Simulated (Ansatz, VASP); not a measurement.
One calculation of WSe2, two programs

```
Se W
1.0
     3.24864    0.00000    0.00000
    -1.62432    2.81340    0.00000
     0.00000    0.00000   45.52608
Se W
4 2
Cartesian
  0.0000 1.8756 17.9028
  0.0000 1.8756 21.2344
  1.6243 0.9378 24.2917
  1.6243 0.9378 27.6233
  1.6243 0.9378 19.5668
  0.0000 1.8756 25.9593
```

Alike in both runs: functional LDA; k mesh 9 × 9 × 1; occupations gaussian, width 0.02 eV; no spin polarisation.

Ansatz relaxed the structure, and its values are those at the end. VASP's run is a single point on that final structure, the one shown.

|  | VASP | Ansatz |
| --- | --- | --- |
| version | VASP 6.6.1 | Ansatz 0.2.0 |
| potentials or method | VASP PAW LDA potentials, release 64 (Se, W_sv), cutoff 520 eV | scalar-relativistic, plane waves, PAW |
| valence electrons in the cell | 52 | 92 |

```tsv
	VASP	Ansatz	Ansatz less VASP
gap on the k mesh at the Fermi level (eV)	1.37	1.38	+0.008
least direct gap on the mesh (eV)	1.69	1.68	-0.004
rms of the force components (eV/Å)	0.048	0.001	-0.0476
```

LDA's correlation is that of Perdew and Zunger in VASP and of Perdew and Wang (1992) in Ansatz. VASP's potentials hold 52 valence electrons a cell and Ansatz's 92, so a difference there can come from the potentials and not from the codes. Ansatz's warnings: xc potential rough in thin density.

Neither program's run includes spin-orbit coupling.
